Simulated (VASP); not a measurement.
# SiO2 (P4_2/mnm) in VASP: further runs, part 2 of 2

VASP 6.6.1. The steps go on from the part before.

## (3) Electric field gradients, PBEsol (equal xx and yy strain of -2 %)

INCAR

```
PREC = Accurate
ENCUT = 520
EDIFF = 1E-8
ISMEAR = -1
SIGMA = 0.03
LREAL = F
LASPH = T
NELM = 100
ALGO = Normal
ISIF = 2
LWAVE = F
LCHARG = F
GGA = PS
LEFG = T
NBANDS = 25
```

KPOINTS

```
Automatic mesh
0
Gamma
  6 6 9
```

POSCAR

```
SiO2
1.0
    4.0964980000      0.0000000000      0.0000000000
    0.0000000000      4.0964980000      0.0000000000
    0.0000000000      0.0000000000      2.6678000000
Si O
2 4
Direct
    0.0000000000      0.0000000000      0.0000000000
    0.5000000000      0.5000000000      0.5000000000
    0.3067000000      0.3067000000      0.0000000000
    0.1933000000      0.8067000000      0.5000000000
    0.6933000000      0.6933000000      0.0000000000
    0.8067000000      0.1933000000      0.5000000000
```

Potentials or basis: VASP PAW PBE potentials, release 64 (Si, O).

On the command line:

```console
$ cat potpaw_PBE.64/Si/POTCAR potpaw_PBE.64/O/POTCAR > POTCAR
$ mpirun -np 1 vasp_std > vasp.out
```

OUTCAR:

```text
PREC = Accurate
   ENCUT = 520
   EDIFF = 1E-8
   ISMEAR = -1
   LREAL = F
   LASPH = T
   NELM = 100
   ISIF = 2
   GGA = PS

 ion  position               nearest neighbor table
   1  0.000  0.000  0.000-   4 1.74   6 1.74   4 1.74   6 1.74   5 1.78   3 1.78
   2  0.500  0.500  0.500-   3 1.74   5 1.74   3 1.74   5 1.74   4 1.78   6 1.78
   3  0.307  0.307  0.000-   2 1.74   2 1.74   1 1.78
   4  0.193  0.807  0.500-   1 1.74   1 1.74   2 1.78
   5  0.693  0.693  0.000-   2 1.74   2 1.74   1 1.78
   6  0.807  0.193  0.500-   1 1.74   1 1.74   2 1.78

  LATTYP: Found a simple tetragonal cell.
 ALAT       =     4.0964980000
 C/A-ratio  =     0.6512391804

  Lattice vectors:

 A1 = (   4.0964980000,   0.0000000000,   0.0000000000)
 A2 = (   0.0000000000,   4.0964980000,   0.0000000000)
 A3 = (   0.0000000000,   0.0000000000,   2.6678000000)

Analysis of symmetry for initial positions (statically):
=====================================================================
 Subroutine PRICEL returns:
 Original cell was already a primitive cell.

 Routine SETGRP: Setting up the symmetry group for a
 simple tetragonal supercell.

 Subroutine GETGRP returns: Found 16 space group operations
 (whereof  8 operations were pure point group operations)
 out of a pool of 16 trial point group operations.

The static configuration has the point symmetry D_2h.
 The point group associated with its full space group is D_4h.

Analysis of symmetry for dynamics (positions and initial velocities):
=====================================================================
 Subroutine PRICEL returns:
 Original cell was already a primitive cell.

 Routine SETGRP: Setting up the symmetry group for a
 simple tetragonal supercell.

 Subroutine GETGRP returns: Found 16 space group operations
 (whereof  8 operations were pure point group operations)
 out of a pool of 16 trial point group operations.

The dynamic configuration has the point symmetry D_2h.
 The point group associated with its full space group is D_4h.

 Subroutine INISYM returns: Found 16 space group operations
 (whereof  8 operations are pure point group operations),
 and found     1 'primitive' translations

----------------------------------------------------------------------------------------

                                     Primitive cell

  volume of cell :      44.7691

  direct lattice vectors                    reciprocal lattice vectors
     4.096498000  0.000000000  0.000000000     0.244110945  0.000000000  0.000000000
     0.000000000  4.096498000  0.000000000     0.000000000  0.244110945  0.000000000
     0.000000000  0.000000000  2.667800000     0.000000000  0.000000000  0.374840693

  length of vectors
     4.096498000  4.096498000  2.667800000     0.244110945  0.244110945  0.374840693

  position of ions in fractional coordinates (direct lattice)
     0.000000000  0.000000000  0.000000000
     0.500000000  0.500000000  0.500000000
     0.306700000  0.306700000  0.000000000
     0.193300000  0.806700000  0.500000000
[... 106 lines left out ...]
  Thomas-Fermi vector in A             =   2.579803
   LORBIT       =      0    0 simple, 1 ext, 2 COOP (PROOUT), +10 PAW based schemes
   GGA     = PS    functional components
   LHFCALC =     F    Hartree Fock is set to
   AEXX    =    0.0000 exact exchange contribution
   IVDW    =     0    specifies the selected vdW correction
   LEPSILON=     F    determine dielectric tensor
   LRPA    =     F    only Hartree local field effects (RPA)
 non-spin polarized calculation
  energy-cutoff  :      520.00
  volume of cell :       44.77
 maximum number of plane-waves:      1226
   NGX = 15   NGY = 15   NGZ =  9

 number of electron      31.9999993 magnetization

 Free energy of the ion-electron system (eV)
  ---------------------------------------------------
  ext. energy  EPLUGINS =         0.00000000
  ---------------------------------------------------
  free energy    TOTEN  =       -48.83241699 eV

  energy without entropy =      -48.83241699  energy(sigma->0) =      -48.83241699

 E-fermi :   9.3998     XC(G=0): -12.7416

 val. band max:        8.7392131818   @ k =   0.0000   0.0000   0.0000
 cond. band min:      14.9690305457   @ k =   0.0000   0.0000   0.0000
 fundamental gap:      6.2298173639
 Fermi energy:         9.3997581731

 k-point     1 :       0.0000    0.0000    0.0000
  band No.  band energies     occupation
      1     -14.2465      2.00000
      2     -10.2847      2.00000
      3     -10.2847      2.00000
      4     -10.0480      2.00000
      5      -2.3843      2.00000
      6       2.0574      2.00000
[... 661 lines left out ...]
     24      21.2926      0.00000
     25      22.7716      0.00000

 [... further k-points ...]

------------------------ aborting loop because EDIFF is reached ----------------------------------------

  FORCE on cell =-STRESS in cart. coord.  units (eV):
  Direction    XX          YY          ZZ          XY          YZ          ZX
  --------------------------------------------------------------------------------------
  -------------------------------------------------------------------------------------
  Total        5.6441093      5.6441093      4.1462042      0.0000000      0.0000000      0.0000000
  in kB      201.9887732    201.9887732    148.3824390      0.0000000      0.0000000      0.0000000
  external PRESSURE =     184.1199951 kB  Pullay stress =       0.0000000 kB

 VOLUME and BASIS-vectors are now :
 -----------------------------------------------------------------------------
  energy-cutoff  :      520.00
  volume of cell :       44.77
      direct lattice vectors                 reciprocal lattice vectors
     4.096498000  0.000000000  0.000000000     0.244110945  0.000000000  0.000000000
     0.000000000  4.096498000  0.000000000     0.000000000  0.244110945  0.000000000
     0.000000000  0.000000000  2.667800000     0.000000000  0.000000000  0.374840693

 POSITION                                       TOTAL-FORCE (eV/Angst)
 -----------------------------------------------------------------------------------
      0.00000      0.00000      0.00000         0.000000      0.000000      0.000000
      2.04825      2.04825      1.33390         0.000000      0.000000      0.000000
      1.25640      1.25640      0.00000        -0.431709     -0.431709      0.000000
      0.79185      3.30464      1.33390         0.431709     -0.431709      0.000000
      2.84010      2.84010      0.00000         0.431709      0.431709     -0.000000
      3.30464      0.79185      1.33390        -0.431709      0.431709     -0.000000
 -----------------------------------------------------------------------------------
    total drift:                               -0.000000     -0.000000      0.000000

  FREE ENERGIE OF THE ION-ELECTRON SYSTEM (eV)
  ---------------------------------------------------
  free  energy   TOTEN  =       -48.8324169889 eV

  energy  without entropy=      -48.8324169889  energy(sigma->0) =      -48.83241699

 Electric field gradients (V/A^2)
---------------------------------------------------------------------
 ion       V_xx      V_yy      V_zz      V_xy      V_xz      V_yz
---------------------------------------------------------------------
   1       7.885     7.885   -15.771     6.948     0.000    -0.000
   2       7.885     7.885   -15.771    -6.948     0.000    -0.000
   3     -24.071   -24.071    48.142    79.037    -0.000    -0.000
   4     -24.071   -24.071    48.142   -79.037     0.000     0.000
   5     -24.071   -24.071    48.142    79.037     0.000    -0.000
   6     -24.071   -24.071    48.142   -79.037     0.000     0.000
---------------------------------------------------------------------

 Electric field gradients after diagonalization (V/A^2)
 (convention: |V_zz| > |V_xx| > |V_yy|)
----------------------------------------------------------------------
 ion       V_xx      V_yy      V_zz     asymmetry (V_yy - V_xx)/ V_zz
----------------------------------------------------------------------
   1      14.833     0.938   -15.771       0.881
   2      14.833     0.938   -15.771       0.881
   3      54.966    48.142  -103.108       0.066
   4      54.966    48.142  -103.108       0.066
   5      54.966    48.142  -103.108       0.066
   6      54.966    48.142  -103.108       0.066
----------------------------------------------------------------------

           NMR quadrupolar parameters

 Cq : quadrupolar parameter    Cq=e*Q*V_zz/h
 eta: asymmetry parameters     (V_yy - V_xx)/ V_zz
 Q  : nuclear electric quadrupole moment in mb (millibarn)
----------------------------------------------------------------------
 ion       Cq(MHz)       eta       Q (mb)
----------------------------------------------------------------------
   1      -0.038       0.881       1.000
   2      -0.038       0.881       1.000
   3      -0.249       0.066       1.000
   4      -0.249       0.066       1.000
   5      -0.249       0.066       1.000
   6      -0.249       0.066       1.000
----------------------------------------------------------------------
```

OSZICAR:

```text
N       E                     dE             d eps       ncg     rms          rms(c)
DAV:   1     0.135061424096E+03    0.13506E+03   -0.17789E+04  2532   0.124E+03
DAV:   2    -0.463125241593E+02   -0.18137E+03   -0.17437E+03  3128   0.283E+02
DAV:   3    -0.531426860151E+02   -0.68302E+01   -0.68036E+01  3338   0.524E+01
DAV:   4    -0.531843929287E+02   -0.41707E-01   -0.41695E-01  2917   0.473E+00
DAV:   5    -0.531847082502E+02   -0.31532E-03   -0.31526E-03  3336   0.389E-01    0.180E+01
DAV:   6    -0.488667519827E+02    0.43180E+01   -0.11648E+01  3163   0.230E+01    0.869E+00
DAV:   7    -0.488411452663E+02    0.25607E-01   -0.69657E-01  3146   0.492E+00    0.310E+00
DAV:   8    -0.488323970996E+02    0.87482E-02   -0.25383E-02  3107   0.136E+00    0.102E+00
DAV:   9    -0.488323382860E+02    0.58814E-04   -0.56712E-03  3275   0.617E-01    0.249E-01
DAV:  10    -0.488324174640E+02   -0.79178E-04   -0.19522E-04  3140   0.104E-01    0.424E-02
DAV:  11    -0.488324168934E+02    0.57062E-06   -0.29914E-05  3260   0.388E-02    0.864E-03
DAV:  12    -0.488324169033E+02   -0.99217E-08   -0.16876E-06  3093   0.103E-02    0.178E-03
DAV:  13    -0.488324169960E+02   -0.92703E-07   -0.26458E-07  3278   0.352E-03    0.272E-03
DAV:  14    -0.488324169857E+02    0.10377E-07   -0.78562E-09  2212   0.682E-04    0.493E-04
DAV:  15    -0.488324169889E+02   -0.32360E-08   -0.23940E-09  1963   0.373E-04
   1 F= -.48832417E+02 E0= -.48832417E+02  d E =-.117974E-11
```

stdout:

```text
POSCAR found type information on POSCAR SiO
 POSCAR found :  2 types and       6 ions
 scaLAPACK will be used
 -----------------------------------------------------------------------------
|                                                                             |
|                                                                             |
|     You enforced a specific xc type in the INCAR file but a different       |
|     I HOPE YOU KNOW WHAT YOU ARE DOING!                                     |
|                                                                             |
 -----------------------------------------------------------------------------

 LDA part: xc-table for (Slater+PW92), standard interpolation
 POSCAR, INCAR and KPOINTS ok, starting setup
 FFT: planning ... GRIDC
 FFT: planning ... GRID_SOFT
 FFT: planning ... GRID
 WAVECAR not read
 entering main loop
ion   1

ion   2

ion   3

ion   4

ion   5

ion   6
```

It took 85 s on 1 thread of Intel Xeon 8259CL, shared host; peak memory 0.17 GiB.

What came out:

* Free energy: -48.8324 eV
* Pressure: 18.4 GPa
* Largest force: 0.611 eV/Å
* Band gap on the k mesh: 6.23 eV
* Largest electric field gradient by atom: Si -15.8; O -103.1 V/Å²

Forces in eV/Å, atoms in the order of the input:
```
Si   0.000  0.000  0.000
Si   0.000  0.000  0.000
O   -0.432 -0.432  0.000
O    0.432 -0.432  0.000
O    0.432  0.432  0.000
O   -0.432  0.432  0.000
```

Electric field gradients, principal values (V/Å²):
| atom | least | middle | greatest (by size) |
| --- | --- | --- | --- |
| 1 Si | 0.938 | 14.833 | -15.771 |
| 2 Si | 0.938 | 14.833 | -15.771 |
| 3 O | 48.142 | 54.966 | -103.108 |
| 4 O | 48.142 | 54.966 | -103.108 |
| 5 O | 48.142 | 54.966 | -103.108 |
| 6 O | 48.142 | 54.966 | -103.108 |

Caveat: the cell differs from its parent crystal (equal xx and yy strain of -2 %); the stress differs along the axes, from 15 to 20 GPa; without QUAD_EFG the Cq values of the log hold for a quadrupole moment of 1 mb, not for the nuclei; the PAW data sets were made with another functional, which shifts forces and pressure a little.
